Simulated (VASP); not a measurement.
# TiO2 (I4_1/amd) in VASP: a series of runs

The runs below take TiO2 through electric field gradients, with PBE.

Program: VASP 6.6.1. These are calculated values, not measurements. Logs are shortened: lines on timing, memory, paths and dates and some standing lists are left out, and cuts for length are marked.

## Step 1: The cell of the first run

The structure is tetragonal, space group I4_1/amd (No. 141). Conventional cell: a = 3.734 Å, b = 3.734 Å, c = 9.385 Å, α = 90.00°, β = 90.00°, γ = 90.00°. Within 2.5 Å of Ti (site symmetry -4m2) lie 6 O at 1.91 to 1.94 Å. O (site symmetry 2mm) has 3 Ti at 1.91 to 1.94 Å and 2 O at 2.41 Å within 2.5 Å.

## Step 2: Electric field gradients, PBE (10.90 Å³/atom)

INCAR

```
SYSTEM = TiO2
ALGO = Normal
EDIFF = 1E-8
ENCUT = 520
GGA = PE
ISIF = 2
ISMEAR = -1
LASPH = .TRUE.
LCHARG = .FALSE.
LEFG = .TRUE.
LREAL = .FALSE.
LWAVE = .FALSE.
NBANDS = 33
NELM = 80
PREC = Accurate
SIGMA = 0.08
```

KPOINTS

```
k-points
0
G
  13 13 13
  0 0 0
```

POSCAR

```
TiO2
1.0
   -1.8669225403      1.8669225403      4.6927083350
    1.8669225403     -1.8669225403      4.6927083350
    1.8669225403      1.8669225403     -4.6927083350
Ti O
2 4
Direct
    0.0000000000      0.0000000000      0.0000000000
    0.7500000000      0.2500000000      0.5000000000
    0.2066000000      0.2066000000      0.0000000000
    0.9566000000      0.4566000000      0.5000000000
    0.5434000000      0.0434000000      0.5000000000
    0.7934000000      0.7934000000      0.0000000000
```

Potentials or basis: VASP PAW PBE potentials, release 64 (Ti_sv, O).

Launch:

```
> cat potpaw_PBE.64/Ti_sv/POTCAR potpaw_PBE.64/O/POTCAR > POTCAR
> mpirun -np 1 vasp_std > vasp.out
```

OUTCAR:

```text
SYSTEM = TiO2
   EDIFF = 1E-8
   ENCUT = 520
   GGA = PE
   ISIF = 2
   ISMEAR = -1
   LASPH = .TRUE.
   LREAL = .FALSE.
   NELM = 80
   PREC = Accurate

 ion  position               nearest neighbor table
   1  0.000  0.000  0.000-   5 1.91   4 1.91   5 1.91   4 1.91   3 1.94   6 1.94
   2  0.750  0.250  0.500-   6 1.91   3 1.91   6 1.91   3 1.91   4 1.94   5 1.94
   3  0.207  0.207  0.000-   2 1.91   2 1.91   1 1.94
   4  0.957  0.457  0.500-   1 1.91   1 1.91   2 1.94
   5  0.543  0.043  0.500-   1 1.91   1 1.91   2 1.94
   6  0.793  0.793  0.000-   2 1.91   2 1.91   1 1.94

  LATTYP: Found a body centered tetragonal cell.
 ALAT       =     3.7338450806
 C/A-ratio  =     2.5136063408

  Lattice vectors:

 A1 = (  -1.8669225403,   1.8669225403,   4.6927083350)
 A2 = (   1.8669225403,  -1.8669225403,   4.6927083350)
 A3 = (   1.8669225403,   1.8669225403,  -4.6927083350)

Analysis of symmetry for initial positions (statically):
=====================================================================
 Subroutine PRICEL returns:
 Original cell was already a primitive cell.

 Routine SETGRP: Setting up the symmetry group for a
 body centered tetragonal supercell.

 Subroutine GETGRP returns: Found 16 space group operations
 (whereof  8 operations were pure point group operations)
 out of a pool of 16 trial point group operations.

The static configuration has the point symmetry D_2d.
 The point group associated with its full space group is D_4h.

Analysis of symmetry for dynamics (positions and initial velocities):
=====================================================================
 Subroutine PRICEL returns:
 Original cell was already a primitive cell.

 Routine SETGRP: Setting up the symmetry group for a
 body centered tetragonal supercell.

 Subroutine GETGRP returns: Found 16 space group operations
 (whereof  8 operations were pure point group operations)
 out of a pool of 16 trial point group operations.

The dynamic configuration has the point symmetry D_2d.
 The point group associated with its full space group is D_4h.

 Subroutine INISYM returns: Found 16 space group operations
 (whereof  8 operations are pure point group operations),
 and found     1 'primitive' translations

----------------------------------------------------------------------------------------

                                     Primitive cell

  volume of cell :      65.4239

  direct lattice vectors                    reciprocal lattice vectors
    -1.866922540  1.866922540  4.692708335     0.000000000  0.267820431  0.106548280
     1.866922540 -1.866922540  4.692708335     0.267820431  0.000000000  0.106548280
     1.866922540  1.866922540 -4.692708335     0.267820431  0.267820431  0.000000000

  length of vectors
     5.384450860  5.384450860  5.384450860     0.288236568  0.288236568  0.378755286

  position of ions in fractional coordinates (direct lattice)
     0.000000000  0.000000000  0.000000000
     0.750000000  0.250000000  0.500000000
     0.206600000  0.206600000  0.000000000
     0.956600000  0.456600000  0.500000000
     0.543400000  0.043400000  0.500000000
     0.793400000  0.793400000  0.000000000

  ion indices of the primitive-cell ions
   primitive index   ion index
                 1           1
                 2           2
                 3           3
                 4           4
                 5           5
                 6           6

----------------------------------------------------------------------------------------

 KPOINTS: k-points

Automatic generation of k-mesh.
 Grid dimensions read from file:
 generate k-points for:   13   13   13

 Generating k-lattice:

  Cartesian coordinates                     Fractional coordinates (reciprocal lattice)
     0.000000000  0.020601572  0.008196022     0.076923077  0.000000000  0.000000000
     0.020601572  0.000000000  0.008196022     0.000000000  0.076923077  0.000000000
     0.020601572  0.020601572  0.000000000     0.000000000  0.000000000  0.076923077

  Length of vectors
     0.022172044  0.022172044  0.029135022

  Shift w.r.t. Gamma in fractional coordinates (k-lattice)
     0.000000000  0.000000000  0.000000000

 Subroutine IBZKPT returns following result:
 ===========================================

 Found    196 irreducible k-points:

 Following reciprocal coordinates:
            Coordinates               Weight
  0.000000  0.000000  0.000000      1.000000
  0.076923 -0.000000  0.000000      8.000000
  0.153846  0.000000  0.000000      8.000000
  0.230769 -0.000000  0.000000      8.000000
  0.307692  0.000000  0.000000      8.000000
  0.384615 -0.000000  0.000000      8.000000
[... 16 lines left out ...]
  0.384615  0.153846  0.000000     16.000000
  0.461538  0.153846  0.000000     16.000000
 [... further k-points ...]
   k-points           NKPTS =    196   k-points in BZ     NKDIM =    196   number of bands    NBANDS=     33
   number of dos      NEDOS =    301   number of ions     NIONS =      6
   total plane-waves  NPLWV =  64000
   dimension x,y,z NGX =    40 NGY =   40 NGZ =   40
   dimension x,y,z NGXF=    80 NGYF=   80 NGZF=   80
   ions per type =               2   4
   NGX,Y,Z   is equivalent  to a cutoff of  12.35, 12.35, 12.35 a.u.
   NGXF,Y,Z  is equivalent  to a cutoff of  24.70, 24.70, 24.70 a.u.
 SYSTEM =  TiO2
   PREC   = accura    normal or accurate (medium, high low for compatibility)
   ISTART =      0    job   : 0-new  1-cont  2-samecut
   ICHARG =      2    charge: 1-file 2-atom 10-const
   ISPIN  =      1    spin polarized calculation?
   LNONCOLLINEAR =      F non collinear calculations
   LSORBIT =      F    spin-orbit coupling
   LASPH  =      T    aspherical Exc in radial PAW
   ENCUT  =  520.0 eV  38.22 Ry    6.18 a.u.  10.01 10.01 10.01*2*pi/ulx,y,z
   NELM   =     80;   NELMIN=  2; NELMDL= -5     # of ELM steps
   EDIFF  = 0.1E-07   stopping-criterion for ELM
   LREAL  =      F    real-space projection
   EDIFFG = 0.1E-06   stopping-criterion for IOM
   NSW    =      0    number of steps for IOM
   IBRION =     -1    ionic relax: 0-MD 1-quasi-New 2-CG
   NFREE  =      0    steps in history (QN), initial steepest desc. (CG)
   ISIF   =      2    stress and relaxation
   ISYM   =      2    0-nonsym 1-usesym 2-fastsym
   POTIM  = 0.5000    time-step for ionic-motion
   TEBEG  =    0.0;   TEEND  =   0.0 temperature during run
   PSTRESS=    0.0 pullay stress
   NELECT =      48.0000    total number of electrons
   NUPDOWN=      -1.0000    fix difference up-down
   EMIN   =  10.00;   EMAX   =-10.00  energy-range for DOS
   EFERMI =   0.00;   METHOD = LEGACY
   ISMEAR =    -1;   SIGMA  =   0.08  broadening in eV -4-tet -1-fermi 0-gaus
   EFERMI_NEDOS =   21; number of points for ismear=-14 and -15
   IALGO  =     38    algorithm
   IMIX   =      4    mixing-type and parameters
     AMIX     =   0.40;   BMIX     =  1.00
     AMIX_MAG =   1.60;   BMIX_MAG =  1.00
  volume/ion in A,a.u.               =      10.90        73.58
  Fermi-wavevector in a.u.,A,eV,Ry     =   1.476533  2.790243 29.662742  2.180150
  Thomas-Fermi vector in A             =   2.591048
   LORBIT       =      0    0 simple, 1 ext, 2 COOP (PROOUT), +10 PAW based schemes
   GGA     = PE    functional components
   LHFCALC =     F    Hartree Fock is set to
   AEXX    =    0.0000 exact exchange contribution
   IVDW    =     0    specifies the selected vdW correction
   LEPSILON=     F    determine dielectric tensor
   LRPA    =     F    only Hartree local field effects (RPA)
 non-spin polarized calculation
  energy-cutoff  :      520.00
  volume of cell :       65.42
 maximum number of plane-waves:      1790
   NGX = 19   NGY = 19   NGZ = 19

 number of electron      48.0000007 magnetization

 Free energy of the ion-electron system (eV)
  ---------------------------------------------------
  ext. energy  EPLUGINS =         0.00000000
  ---------------------------------------------------
  free energy    TOTEN  =       -53.61079196 eV

  energy without entropy =      -53.61079190  energy(sigma->0) =      -53.61079193

 E-fermi :   4.9618     XC(G=0): -10.9368

 val. band max:        3.7337694864   @ k =  -0.4615   0.4615   0.0000
 cond. band min:       5.9782356011   @ k =   0.0000   0.0000   0.0000
 fundamental gap:      2.2444661148
 Fermi energy:         4.9617720940

 k-point     1 :       0.0000    0.0000    0.0000
  band No.  band energies     occupation
      1     -52.4383      2.00000
      2     -52.3641      2.00000
      3     -28.9859      2.00000
      4     -28.6900      2.00000
      5     -28.6900      2.00000
      6     -28.6047      2.00000
[... 25 lines left out ...]
     32       9.4446      0.00000
     33       9.5216      0.00000

 k-point     2 :       0.0769   -0.0000    0.0000
  band No.  band energies     occupation
      1     -52.4374      2.00000
      2     -52.3647      2.00000
      3     -28.9838      2.00000
      4     -28.6996      2.00000
      5     -28.6907      2.00000
      6     -28.6086      2.00000
[... 25 lines left out ...]
     32       9.5144      0.00000
     33       9.6670      0.00000
[... 754 lines left out ...]
     32      10.6737      0.00000
     33      10.8491      0.00000

 k-point    24 :       0.4615    0.1538    0.0000
  band No.  band energies     occupation
      1     -52.4136      2.00000
      2     -52.3821      2.00000
      3     -28.9450      2.00000
      4     -28.8564      2.00000
      5     -28.7224      2.00000
      6     -28.6704      2.00000
[... 25 lines left out ...]
     32      10.7614      0.00000
     33      10.8749      0.00000

 [... further k-points ...]

------------------------ aborting loop because EDIFF is reached ----------------------------------------

  FORCE on cell =-STRESS in cart. coord.  units (eV):
  Direction    XX          YY          ZZ          XY          YZ          ZX
  --------------------------------------------------------------------------------------
  -------------------------------------------------------------------------------------
  Total        6.1669828      6.1669828      8.4393209      0.0000000     -0.0000000      0.0000000
  in kB      151.0244180    151.0244180    206.6721387      0.0000000     -0.0000000      0.0000000
  external PRESSURE =     169.5736583 kB  Pullay stress =       0.0000000 kB

 VOLUME and BASIS-vectors are now :
 -----------------------------------------------------------------------------
  energy-cutoff  :      520.00
  volume of cell :       65.42
      direct lattice vectors                 reciprocal lattice vectors
    -1.866922540  1.866922540  4.692708335     0.000000000  0.267820431  0.106548280
     1.866922540 -1.866922540  4.692708335     0.267820431  0.000000000  0.106548280
     1.866922540  1.866922540 -4.692708335     0.267820431  0.267820431  0.000000000

 POSITION                                       TOTAL-FORCE (eV/Angst)
 -----------------------------------------------------------------------------------
      0.00000      0.00000      0.00000        -0.000000     -0.000000     -0.000000
      0.00000      1.86692      2.34635        -0.000000     -0.000000     -0.000000
      0.00000      0.00000      1.93903        -0.000000      0.000000      0.653690
      0.00000      1.86692      4.28538         0.000000     -0.000000      0.653690
      0.00000      1.86692      0.40733         0.000000     -0.000000     -0.653690
      0.00000      0.00000      7.44639        -0.000000      0.000000     -0.653690
 -----------------------------------------------------------------------------------
    total drift:                                0.000000      0.000000     -0.000000

  FREE ENERGIE OF THE ION-ELECTRON SYSTEM (eV)
  ---------------------------------------------------
  free  energy   TOTEN  =       -53.6107919637 eV

  energy  without entropy=      -53.6107918964  energy(sigma->0) =      -53.61079193

 Electric field gradients (V/A^2)
---------------------------------------------------------------------
 ion       V_xx      V_yy      V_zz      V_xy      V_xz      V_yz
---------------------------------------------------------------------
   1       0.732     0.732    -1.465     0.002     0.001     0.001
   2       0.732     0.732    -1.465     0.002     0.001     0.001
   3      -5.314    14.522    -9.209    -0.002    -0.003    -0.003
   4      14.522    -5.314    -9.209    -0.002    -0.003    -0.003
   5      -5.314    14.522    -9.209    -0.002    -0.003    -0.003
   6      14.522    -5.314    -9.209    -0.002    -0.003    -0.003
---------------------------------------------------------------------

 Electric field gradients after diagonalization (V/A^2)
 (convention: |V_zz| > |V_xx| > |V_yy|)
----------------------------------------------------------------------
 ion       V_xx      V_yy      V_zz     asymmetry (V_yy - V_xx)/ V_zz
----------------------------------------------------------------------
   1       0.735     0.730    -1.465       0.003
   2       0.735     0.730    -1.465       0.003
   3      -9.209    -5.314    14.522       0.268
   4      -9.209    -5.314    14.522       0.268
   5      -9.209    -5.314    14.522       0.268
   6      -9.209    -5.314    14.522       0.268
----------------------------------------------------------------------

           NMR quadrupolar parameters

 Cq : quadrupolar parameter    Cq=e*Q*V_zz/h
 eta: asymmetry parameters     (V_yy - V_xx)/ V_zz
 Q  : nuclear electric quadrupole moment in mb (millibarn)
----------------------------------------------------------------------
 ion       Cq(MHz)       eta       Q (mb)
----------------------------------------------------------------------
   1      -0.004       0.003       1.000
   2      -0.004       0.003       1.000
   3       0.035       0.268       1.000
   4       0.035       0.268       1.000
   5       0.035       0.268       1.000
   6       0.035       0.268       1.000
----------------------------------------------------------------------
```

Run time: 8.3 min. Hardware: 1 thread of Intel Xeon Platinum 8488C (Sapphire Rapids), shared host; peak memory 0.47 GiB.

What came out:

* Free energy: -53.6108 eV
* Pressure: 17.0 GPa
* Largest force: 0.654 eV/Å
* Band gap on the k mesh: 2.24 eV (least direct gap 2.54 eV)
* Largest electric field gradient by atom: Ti -1.5; O +14.5 V/Å²

Forces on the atoms (eV/Å):
```
Ti   0.000  0.000  0.000
Ti   0.000  0.000  0.000
O    0.000  0.000  0.654
O    0.000  0.000  0.654
O    0.000  0.000 -0.654
O    0.000  0.000 -0.654
```

Levels at points of the mesh, in eV from the valence-band top:
| k point | band 22 | band 23 | band 24 | band 25 | band 26 | band 27 |
| --- | --- | --- | --- | --- | --- | --- |
| (0.00, 0.00, 0.00) | -0.66 | -0.47 | -0.47 | 2.24 | 3.05 | 4.33 |

Electric field gradients, principal values (V/Å²):
| atom | least | middle | greatest (by size) |
| --- | --- | --- | --- |
| 1 Ti | 0.730 | 0.735 | -1.465 |
| 2 Ti | 0.730 | 0.735 | -1.465 |
| 3 O | -5.314 | -9.209 | 14.522 |
| 4 O | -5.314 | -9.209 | 14.522 |
| 5 O | -5.314 | -9.209 | 14.522 |
| 6 O | -5.314 | -9.209 | 14.522 |

Caveat: the stress differs along the axes, from 15 to 21 GPa; without QUAD_EFG the Cq values of the log hold for a quadrupole moment of 1 mb, not for the nuclei. A k mesh can miss the band edges.

(Continued in part 2 of 2.)
